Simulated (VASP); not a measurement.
# LaYN2 (P6mm) in VASP: notebook

Runs on LaYN2. Level: PBE. Tasks: single point, relaxation of cell and atoms.

All numbers are computed with VASP 6.6.1; they aren't measurements. Logs are shortened: lines on timing, memory, paths and dates and some standing lists are left out, and cuts for length are marked.

## Step 1: The cell of the first run

It takes space group P6mm (No. 183, hexagonal). The conventional cell has a = 3.707 Å, b = 3.707 Å, c = 6.633 Å, α = 90.00°, β = 90.00°, γ = 120.00°. La (site symmetry 6mm) has 6 N at 2.64 Å and 1 Y at 2.93 Å within 3.5 Å. Y (site symmetry 6mm) has 6 N at 2.55 Å and 1 La at 2.93 Å within 3.4 Å. Within 2.8 Å of N (site symmetry 3m) lie 3 N at 2.14 Å and 3 Y at 2.55 Å and 3 La at 2.64 Å.

## Step 2: Single point, PBE

Contents of INCAR:

```
  PREC = Accurate
  ENCUT = 520
  EDIFF = 1E-7
  ISMEAR = 0
  SIGMA = 0.1
  LREAL = F
  LASPH = T
  NELM = 100
  ALGO = Normal
  ISIF = 2
  LWAVE = F
  LCHARG = F
  GGA = PE
  NBANDS = 24
```

Contents of KPOINTS:

```
regular mesh
0
Gamma
  12 12 8
```

Contents of POSCAR:

```
LaYN2
1.0
    3.7066677619      0.0000000000      0.0000000000
   -1.8533338809      3.2100684452      0.0000000000
    0.0000000000      0.0000000000      6.6327758036
La Y N
1 1 2
Direct
    0.0000000000      0.0000000000      0.7135305567
    0.0000000000      0.0000000000      0.1548186820
    0.3333333333      0.6666666667      0.9456335306
    0.6666666667      0.3333333333      0.9456335306
```

Potentials or basis: VASP PAW PBE potentials, release 64 (La, Y_sv, N).

Command:

```sh
$ cat potpaw_PBE.64/La/POTCAR potpaw_PBE.64/Y_sv/POTCAR potpaw_PBE.64/N/POTCAR > POTCAR
$ mpirun -np 1 vasp_std > vasp.out
```

OUTCAR:

```text
PREC = Accurate
   ENCUT = 520
   EDIFF = 1E-7
   ISMEAR = 0
   LREAL = F
   LASPH = T
   NELM = 100
   ISIF = 2
   GGA = PE

 ion  position               nearest neighbor table
   1  0.000  0.000  0.714-   3 2.64   4 2.64   3 2.64   4 2.64   4 2.64   3 2.64   2 2.93   2 3.71

   2  0.000  0.000  0.155-   3 2.55   4 2.55   3 2.55   4 2.55   4 2.55   3 2.55   1 2.93   1 3.71

   3  0.333  0.667  0.946-   2 2.55   2 2.55   2 2.55   1 2.64   1 2.64   1 2.64
   4  0.667  0.333  0.946-   2 2.55   2 2.55   2 2.55   1 2.64   1 2.64   1 2.64

  LATTYP: Found a hexagonal cell.
 ALAT       =     3.7066677619
 C/A-ratio  =     1.7894174039

  Lattice vectors:

 A1 = (   3.7066677619,   0.0000000000,   0.0000000000)
 A2 = (  -1.8533338809,   3.2100684452,   0.0000000000)
 A3 = (   0.0000000000,   0.0000000000,   6.6327758036)

Analysis of symmetry for initial positions (statically):
=====================================================================
 Subroutine PRICEL returns:
 Original cell was already a primitive cell.

 Routine SETGRP: Setting up the symmetry group for a
 hexagonal supercell.

 Subroutine GETGRP returns: Found 12 space group operations
 (whereof 12 operations were pure point group operations)
 out of a pool of 24 trial point group operations.

The static configuration has the point symmetry C_6v.

Analysis of symmetry for dynamics (positions and initial velocities):
=====================================================================
 Subroutine PRICEL returns:
 Original cell was already a primitive cell.

 Routine SETGRP: Setting up the symmetry group for a
 hexagonal supercell.

 Subroutine GETGRP returns: Found 12 space group operations
 (whereof 12 operations were pure point group operations)
 out of a pool of 24 trial point group operations.

The dynamic configuration has the point symmetry C_6v.

 Subroutine INISYM returns: Found 12 space group operations
 (whereof 12 operations are pure point group operations),
 and found     1 'primitive' translations

----------------------------------------------------------------------------------------

                                     Primitive cell

  volume of cell :      78.9211

  direct lattice vectors                    reciprocal lattice vectors
[... 82 lines left out ...]
   PREC   = accura    normal or accurate (medium, high low for compatibility)
   ISTART =      0    job   : 0-new  1-cont  2-samecut
   ICHARG =      2    charge: 1-file 2-atom 10-const
   ISPIN  =      1    spin polarized calculation?
   LNONCOLLINEAR =      F non collinear calculations
   LSORBIT =      F    spin-orbit coupling
   LASPH  =      T    aspherical Exc in radial PAW
   ENCUT  =  520.0 eV  38.22 Ry    6.18 a.u.   6.89  6.89 12.33*2*pi/ulx,y,z
   NELM   =    100;   NELMIN=  2; NELMDL= -5     # of ELM steps
   EDIFF  = 0.1E-06   stopping-criterion for ELM
   LREAL  =      F    real-space projection
   EDIFFG = 0.1E-05   stopping-criterion for IOM
   NSW    =      0    number of steps for IOM
   IBRION =     -1    ionic relax: 0-MD 1-quasi-New 2-CG
   NFREE  =      0    steps in history (QN), initial steepest desc. (CG)
   ISIF   =      2    stress and relaxation
   ISYM   =      2    0-nonsym 1-usesym 2-fastsym
   POTIM  = 0.5000    time-step for ionic-motion
   TEBEG  =    0.0;   TEEND  =   0.0 temperature during run
   PSTRESS=    0.0 pullay stress
   NELECT =      32.0000    total number of electrons
   NUPDOWN=      -1.0000    fix difference up-down
   EMIN   =  10.00;   EMAX   =-10.00  energy-range for DOS
   EFERMI =   0.00;   METHOD = LEGACY
   ISMEAR =     0;   SIGMA  =   0.10  broadening in eV -4-tet -1-fermi 0-gaus
   EFERMI_NEDOS =   21; number of points for ismear=-14 and -15
   IALGO  =     38    algorithm
   IMIX   =      4    mixing-type and parameters
     AMIX     =   0.40;   BMIX     =  1.00
     AMIX_MAG =   1.60;   BMIX_MAG =  1.00
  volume/ion in A,a.u.               =      19.73       133.15
  Fermi-wavevector in a.u.,A,eV,Ry     =   1.211696  2.289774 19.976177  1.468208
  Thomas-Fermi vector in A             =   2.347204
   LORBIT       =      0    0 simple, 1 ext, 2 COOP (PROOUT), +10 PAW based schemes
   GGA     = PE    functional components
   LHFCALC =     F    Hartree Fock is set to
   AEXX    =    0.0000 exact exchange contribution
   IVDW    =     0    specifies the selected vdW correction
   LEPSILON=     F    determine dielectric tensor
   LRPA    =     F    only Hartree local field effects (RPA)
 non-spin polarized calculation
 Gauss-broadening in eV      SIGMA  =   0.10
  energy-cutoff  :      520.00
  volume of cell :       78.92
 maximum number of plane-waves:      2148
 NGX is ok and might be reduce to    28
   NGX = 13   NGY = 13   NGZ = 25

 number of electron      32.0000003 magnetization

 Free energy of the ion-electron system (eV)
  ---------------------------------------------------
  ext. energy  EPLUGINS =         0.00000000
  ---------------------------------------------------
  free energy    TOTEN  =       -27.71235399 eV

  energy without entropy =      -27.69649679  energy(sigma->0) =      -27.70442539

 E-fermi :   6.0352     XC(G=0): -10.0766

 val. band max:        6.0322714830   @ k =   0.1667   0.1667   0.0000
 cond. band min:       6.0494029181   @ k =   0.4167   0.0833   0.5000
 fundamental gap:      0.0171314352
 Fermi energy:         6.0352135335

 k-point     1 :       0.0000    0.0000    0.0000
  band No.  band energies     occupation
      1     -36.5515      2.00000
      2     -26.5223      2.00000
      3     -16.8869      2.00000
      4     -16.3652      2.00000
      5     -16.3652      2.00000
      6     -11.3361      2.00000
[... 637 lines left out ...]
     23       8.6030      0.00000
     24       8.7200      0.00000

 [... further k-points ...]
[... 5 lines left out ...]
  --------------------------------------------------------------------------------------
  -------------------------------------------------------------------------------------
  Total       -0.0657406     -0.0657406      0.0052264     -0.0000000      0.0000000      0.0000000
  in kB       -1.3345993     -1.3345993      0.1061007     -0.0000000      0.0000000      0.0000000
  external PRESSURE =      -0.8543660 kB  Pullay stress =       0.0000000 kB

 VOLUME and BASIS-vectors are now :
 -----------------------------------------------------------------------------
  energy-cutoff  :      520.00
  volume of cell :       78.92
      direct lattice vectors                 reciprocal lattice vectors
     3.706667762  0.000000000  0.000000000     0.269784093  0.155759919  0.000000000
    -1.853333881  3.210068445  0.000000000     0.000000000  0.311519837  0.000000000
     0.000000000  0.000000000  6.632775804     0.000000000  0.000000000  0.150766441

 POSITION                                       TOTAL-FORCE (eV/Angst)
 -----------------------------------------------------------------------------------
      0.00000      0.00000      4.73269         0.000000     -0.000000     -0.006152
      0.00000      0.00000      1.02688         0.000000     -0.000000      0.015189
     -0.00000      2.14005      6.27218        -0.000000      0.000000     -0.004519
      1.85333      1.07002      6.27218         0.000000     -0.000000     -0.004519
 -----------------------------------------------------------------------------------
    total drift:                                0.000000      0.000000      0.000112

  FREE ENERGIE OF THE ION-ELECTRON SYSTEM (eV)
  ---------------------------------------------------
  free  energy   TOTEN  =       -27.7123539929 eV

  energy  without entropy=      -27.6964967890  energy(sigma->0) =      -27.70442539
```

stdout:

```text
POSCAR found type information on POSCAR LaY N
 POSCAR found :  3 types and       4 ions
 scaLAPACK will be used
 LDA part: xc-table for (Slater+PW92), standard interpolation
 POSCAR, INCAR and KPOINTS ok, starting setup
 FFT: planning ... GRIDC
 FFT: planning ... GRID_SOFT
 FFT: planning ... GRID
 WAVECAR not read
 entering main loop
```

Wall time 6.5 min (1 thread of AMD EPYC 7R43 (Zen 3), shared host); peak memory 0.32 GiB.

What came out:

```
Free energy            : -27.7124 eV
Pressure               : -0.1 GPa
Largest force          : 0.015 eV/Å
Band gap on the k mesh : zero (band 16 reaches 6.70 eV, above the bottom of band 17 at 5.03 eV)
```

Forces in eV/Å, atoms in the order of the input:
```
La   0.000  0.000 -0.006
Y    0.000  0.000  0.015
N    0.000  0.000 -0.005
N    0.000  0.000 -0.005
```

Levels at points of the mesh, in eV from the Fermi level:
| k point | band 12 | band 13 | band 14 | band 15 | band 16 | band 17 | band 18 | band 19 | band 20 | band 21 |
| --- | --- | --- | --- | --- | --- | --- | --- | --- | --- | --- |
| (0.00, 0.00, 0.00) | -4.84 | -4.84 | -1.88 | -1.23 | -1.23 | -0.74 | -0.41 | 1.87 | 2.19 | 2.19 |
| (0.50, 0.00, 0.00) | -3.50 | -2.85 | -2.83 | -0.47 | 0.40 | 0.70 | 1.10 | 1.10 | 2.24 | 2.37 |
| (0.00, 0.00, 0.50) | -4.84 | -4.84 | -1.15 | -1.15 | -1.03 | -0.75 | 0.04 | 1.62 | 2.01 | 2.01 |
| (0.50, 0.00, 0.50) | -3.56 | -2.83 | -2.64 | -0.11 | 0.46 | 0.99 | 1.10 | 1.45 | 1.89 | 2.22 |

Caveat: spin-orbit coupling is left out, which moves the levels of the heavy elements.

## Step 3: Relaxation of cell and atoms, PBE

This run uses another cell than the first one, of 19.61 Å³/atom, 0.994 times its volume.

Contents of INCAR:

```
PREC = Accurate
ENCUT = 600
EDIFF = 1E-6
ISMEAR = 0
SIGMA = 0.1
LREAL = F
LASPH = T
NELM = 100
ALGO = Normal
ISIF = 3
LWAVE = F
LCHARG = F
GGA = PE
IBRION = 2
NSW = 100
EDIFFG = -0.01
```

KPOINTS is that of step 2.

Contents of POSCAR:

```
LaYN2
1.0
    3.7025938339      0.0000000000      0.0000000000
   -1.8512969169      3.2065403200      0.0000000000
    0.0000000000      0.0000000000      6.6066813338
La Y N
1 1 2
Direct
    0.0000000000      0.0000000000      0.7111607487
    0.0000000000      0.0000000000      0.1581018422
    0.3333333333      0.6666666667      0.9451768545
    0.6666666667      0.3333333333      0.9451768545
```

Potentials or basis: VASP PAW PBE potentials, release 64 (La, Y_sv, N).

Command:

```sh
$ cat potpaw_PBE.64/La/POTCAR potpaw_PBE.64/Y_sv/POTCAR potpaw_PBE.64/N/POTCAR > POTCAR
$ mpirun -np 1 vasp_std > vasp.out
```

Run time: 28 min. Hardware: 1 thread of AMD EPYC 7R43 (Zen 3), shared host; peak memory 0.38 GiB.

It converged, with:

| Quantity | Value |
| --- | --- |
| Free energy | -27.7157 eV |
| Relaxed volume | 19.65 Å³/atom |
| Relaxed cell | a = 3.701 Å, b = 3.701 Å, c = 6.627 Å, α = 90.00°, β = 90.00°, γ = 120.00° |
| Space group after relaxing (to 0.05 Å) | P6mm (No. 183) |
| Energy gained by relaxing | 0.5 meV/atom |
| Ionic steps | 8 |
| Pressure after relaxing | 0.0 GPa |
| Largest force after relaxing | 0.008 eV/Å |
| Band gap on the k mesh | zero (band 16 reaches 6.75 eV, above the bottom of band 17 at 5.06 eV) |

Forces in eV/Å, atoms in the order of the input:
```
La   0.000  0.000  0.003
Y    0.000  0.000  0.008
N    0.000  0.000 -0.005
N    0.000  0.000 -0.005
```

The path:
```
step  energy change (eV)  largest force (eV/Å)  pressure (GPa)  volume (Å³)
   1              0.0000                0.1791           -0.41        78.44
   2             -0.0008                0.0404            0.56        77.87
   3             -0.0012                0.0626            0.20        78.08
   4             -0.0016                0.0367            0.13        78.25
   5             -0.0019                0.0275           -0.01        78.56
   6             -0.0019                0.0274           -0.01        78.54
   7             -0.0021                0.0104            0.03        78.58
   8             -0.0021                0.0081            0.05        78.61
```

Final structure:
```cif
data_structure
_symmetry_space_group_name_H-M 'P 1'
_symmetry_Int_Tables_number 1
_cell_length_a 3.7010
_cell_length_b 3.7010
_cell_length_c 6.6266
_cell_angle_alpha 90.000
_cell_angle_beta 90.000
_cell_angle_gamma 120.000
_cell_volume 78.61
loop_
_atom_site_label
_atom_site_type_symbol
_atom_site_fract_x
_atom_site_fract_y
_atom_site_fract_z
_atom_site_occupancy
La1 La 0.00000 0.00000 0.71285 1
Y1 Y 0.00000 0.00000 0.15537 1
N1 N 0.33333 0.66667 0.94570 1
N2 N 0.66667 0.33333 0.94570 1
```

Levels at points of the mesh, in eV from the Fermi level:
```csv
k point,band 12,band 13,band 14,band 15,band 16,band 17,band 18,band 19,band 20
"(0.00, 0.00, 0.00)",-4.85,-4.85,-1.88,-1.23,-1.23,-0.74,-0.43,1.87,2.19
"(0.50, 0.00, 0.00)",-3.51,-2.87,-2.84,-0.47,0.39,0.72,1.11,1.12,2.25
"(0.00, 0.00, 0.50)",-4.85,-4.85,-1.15,-1.15,-1.03,-0.75,0.03,1.62,2.01
"(0.50, 0.00, 0.50)",-3.57,-2.85,-2.64,-0.11,0.48,0.99,1.12,1.45,1.90
```

Caveat: spin-orbit coupling is left out, which moves the levels of the heavy elements.
